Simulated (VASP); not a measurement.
# GeMo (zincblende type) (F-43m) in VASP: notebook, part 2 of 2

VASP 6.6.1.

**4. Relaxation of cell and atoms, PBE, target pressure 300 GPa, at which the enthalpy is minimised**

This run uses another cell than the first one, of 10.28 Å³/atom.

INCAR reads:

```
SYSTEM = GeMo
PREC = Accurate
ENCUT = 500
EDIFF = 1E-7
ISMEAR = -1
SIGMA = 0.1
LREAL = .False.
LASPH = .True.
NELM = 120
ALGO = Normal
ISIF = 3
LWAVE = .False.
LCHARG = .False.
GGA = PE
IBRION = 2
NSW = 60
EDIFFG = -0.005
PSTRESS = 3000.0
GGA_COMPAT = .False.
NELMIN = 4
```

KPOINTS reads:

```
Automatic mesh
0
Gamma
  13 13 13
  0 0 0
```

POSCAR reads:

```
GeMo
1.0
    0.0000000000      2.1744377345      2.1744377345
    2.1744377345      0.0000000000      2.1744377345
    2.1744377345      2.1744377345      0.0000000000
Mo Ge
1 1
Direct
    0.0000000000      0.0000000000      0.0000000000
    0.2500000000      0.2500000000      0.2500000000
```

Launch:

```sh
$ cat potpaw_PBE.64/Mo_sv/POTCAR potpaw_PBE.64/Ge_d/POTCAR > POTCAR
$ mpirun -np 1 vasp_std > vasp.out
```

Run time: 3.5 min. Hardware: 1 thread of Intel Xeon 8259CL, shared host; peak memory 0.17 GiB.

The run converged. Its results:

| Property | Result |
| --- | --- |
| Free energy | -1.1245 eV |
| Relaxed volume | 11.31 Å³/atom |
| Relaxed cell | a = 3.175 Å, b = 3.175 Å, c = 3.175 Å, α = 60.00°, β = 60.00°, γ = 60.00° |
| Space group after relaxing (to 0.1 Å) | F-43m (No. 216) |
| Energy change on relaxing (the run minimises the enthalpy) | -2272.1 meV/atom |
| Ionic steps | 5 |
| Pressure after relaxing | 300.0 GPa |
| Band gap on the k mesh | zero (bands 14 and 15 overlap by 1.28 eV) |

The path:
```tsv
step	energy change (eV)	largest force (eV/Å)	pressure (GPa)	volume (Å³)
1	0.0000	0.0000	411.88	20.56
2	-16.1703	0.0000	-9.14	50.18
3	-6.8801	0.0000	243.33	24.01
4	-4.6570	0.0000	297.25	22.69
5	-4.5441	0.0000	299.99	22.63
```

Final structure:
```yaml
crystal:
  lattice:
    - [0.00000, 2.24487, 2.24487]
    - [2.24487, 0.00000, 2.24487]
    - [2.24487, 2.24487, 0.00000]
  atoms:
    - { symbol: Mo, position: [0.00000, 0.00000, 0.00000] }
    - { symbol: Ge, position: [0.25000, 0.25000, 0.25000] }
```

Levels at points of the mesh, in eV from the Fermi level:
| k point | band 10 | band 11 | band 12 | band 13 | band 14 | band 15 | band 16 | band 17 | band 18 |
| --- | --- | --- | --- | --- | --- | --- | --- | --- | --- |
| (0.00, 0.00, 0.00) | -12.82 | -5.07 | -5.07 | -5.07 | -0.51 | -0.51 | 8.05 | 10.20 | 10.20 |

Caveat: the cell is relaxed towards a set pressure, so the run minimises the enthalpy, not the energy.

**5. Relaxation of cell and atoms, PBE, target pressure 300 GPa, at which the enthalpy is minimised**

INCAR reads:

```
PREC     = Accurate       # precision mode
ENCUT    = 500            # plane-wave cutoff, eV
EDIFF    = 1E-7           # SCF threshold, eV
ISMEAR   = -1             # smearing method
SIGMA    = 0.1            # smearing width, eV
LREAL    = False          # projectors in reciprocal space
LASPH    = True           # aspherical terms in the spheres
NELM     = 120            # most SCF steps
ALGO     = Normal         # electronic algorithm
ISIF     = 3              # what is computed and relaxed
LWAVE    = False          # write WAVECAR
LCHARG   = False          # write CHGCAR
GGA      = PE             # functional
IBRION   = 2              # ionic algorithm
NSW      = 32             # ionic steps
EDIFFG   = -0.005         # ionic threshold
PSTRESS  = 3000.0       
GGA_COMPAT= False        
NELMIN   = 4
```

KPOINTS reads:

```
regular mesh
0
Gamma
  13 13 13
```

POSCAR reads:

```
GeMo
1.0
    0.0000000000      2.2373047753      2.2373047753
    2.2373047753      0.0000000000      2.2373047753
    2.2373047753      2.2373047753      0.0000000000
Mo Ge
1 1
Direct
    0.0000000000      0.0000000000      0.0000000000
    0.2500000000      0.2500000000      0.2500000000
```

Potentials or basis: VASP PAW PBE potentials, release 64 (Mo_sv, Ge_d).

Launch:

```sh
$ cat potpaw_PBE.64/Mo_sv/POTCAR potpaw_PBE.64/Ge_d/POTCAR > POTCAR
$ mpirun -np 1 vasp_std > vasp.out
```

OUTCAR:

```text
PREC = Accurate
   ENCUT = 500
   EDIFF = 1E-7
   ISMEAR = -1
   LREAL = False
   LASPH = True
   NELM = 120
   ISIF = 3
   GGA = PE
   IBRION = 2
   NSW = 32
   EDIFFG = -0.005
   PSTRESS = 3000.0
   NELMIN = 4

 ion  position               nearest neighbor table
   1  0.000  0.000  0.000-   2 1.94   2 1.94   2 1.94   2 1.94
   2  0.250  0.250  0.250-   1 1.94   1 1.94   1 1.94   1 1.94

  LATTYP: Found a face centered cubic cell.
 ALAT       =     4.4746095506

  Lattice vectors:

 A1 = (   0.0000000000,   2.2373047753,   2.2373047753)
 A2 = (   2.2373047753,   0.0000000000,   2.2373047753)
 A3 = (   2.2373047753,   2.2373047753,   0.0000000000)

Analysis of symmetry for initial positions (statically):
[... 405 lines left out ...]
  ext. energy  EPLUGINS =         0.00000000
  ---------------------------------------------------
  free energy    TOTEN  =        -1.13248197 eV

  energy without entropy =       -1.09080827  energy(sigma->0) =       -1.11164512

 E-fermi :  14.9587     XC(G=0): -14.3694

 val. band max:       14.9238325043   @ k =   0.2308   0.2308   0.0000
 cond. band min:      14.9604778653   @ k =   0.3077   0.1538   0.0000
 fundamental gap:      0.0366453610
 Fermi energy:        14.9586574921

 k-point     1 :       0.0000    0.0000    0.0000
  band No.  band energies     occupation
      1     -45.5560      2.00000
      2     -20.2318      2.00000
      3     -20.2318      2.00000
      4     -20.2318      2.00000
      5     -10.4895      2.00000
      6     -10.4895      2.00000
[... 481 lines left out ...]
      5     -10.5243      2.00000
      6     -10.4679      2.00000
[... 10 lines left out ...]
     17      22.9755      0.00000
     18      23.3947      0.00000

 [... further k-points ...]

------------------------ aborting loop because EDIFF is reached ----------------------------------------

  FORCE on cell =-STRESS in cart. coord.  units (eV):
  Direction    XX          YY          ZZ          XY          YZ          ZX
  --------------------------------------------------------------------------------------
  -------------------------------------------------------------------------------------
  Total       42.3724727     42.3724727     42.3724727     -0.0000000      0.0000000      0.0000000
  in kB     3000.0928671   3000.0928671   3000.0928671     -0.0000000      0.0000000      0.0000000
  external PRESSURE =       0.0928671 kB  Pullay stress =    3000.0000000 kB
[... 21 lines left out ...]
  energy  without entropy=       -1.0908082690  energy(sigma->0) =       -1.11164512

  enthalpy is  TOTEN    =        41.2386790840 eV   P V=       42.3711610532

 reached required accuracy - stopping structural energy minimisation
```

Wall time 3.8 min (1 thread of Intel Xeon 8259CL, shared host); peak memory 0.17 GiB.

What came out:

- Free energy: -1.1325 eV
- Relaxed volume: 11.31 Å³/atom
- Relaxed cell: a = 3.175 Å, b = 3.175 Å, c = 3.175 Å, α = 60.00°, β = 60.00°, γ = 60.00°
- Space group after relaxing (to 0.1 Å): F-43m (No. 216)
- Energy change on relaxing (the run minimises the enthalpy): -220.0 meV/atom
- Ionic steps: 7
- Pressure after relaxing: 300.0 GPa
- Band gap on the k mesh: zero (bands 14 and 15 overlap by 1.28 eV)

The path:
```
step  energy change (eV)  largest force (eV/Å)  pressure (GPa)  volume (Å³)
   1              0.0000                0.0000          310.74        22.40
   2             -4.0660                0.0000          212.49        24.92
   3             -0.4644                0.0000          299.28        22.64
   4             -0.4353                0.0000          300.13        22.63
   5             -0.4439                0.0000          299.91        22.63
   6             -0.4119                0.0000          300.69        22.61
   7             -0.4400                0.0000          300.01        22.63
```

Final structure:
```
CELL_PARAMETERS angstrom
0.00000 2.24497 2.24497
2.24497 0.00000 2.24497
2.24497 2.24497 0.00000
ATOMIC_POSITIONS crystal
Mo 0.00000 0.00000 0.00000
Ge 0.25000 0.25000 0.25000
```

Caveat: the cell is relaxed towards a set pressure, so the run minimises the enthalpy, not the energy.

**6. The runs side by side**

| task | cell | gap on the mesh (eV) | pressure (GPa) |
| --- | --- | --- | --- |
| single point | a = 3.164 Å, angles 60.0°, 2 atoms | none | 310.8 |
| single point | a = 3.163 Å, angles 60.0°, 2 atoms | none | 311.3 |
| relaxation of cell and atoms | relaxed to 300 GPa from a = 3.075 Å, angles 60.0°, 2 atoms | none | 300.0 |
| relaxation of cell and atoms | relaxed to 300 GPa from a = 3.164 Å, angles 60.0°, 2 atoms | none | 300.0 |

Alike in all rows: level PBE; potentials or basis VASP PAW PBE potentials, release 64 (Mo_sv, Ge_d); no spin polarisation; k mesh 13 × 13 × 13; cutoff (eV) 500; smearing fermi-dirac 0.1 eV.

Caveats: the cell stands under pressure (at least some runs); the cell is relaxed towards a set pressure, so the run minimises the enthalpy, not the energy (at least some runs).

Absolute energies hang on the potentials; compare differences alone.

The gap in the log of VASP goes by the Fermi energy; the results here count the filled bands.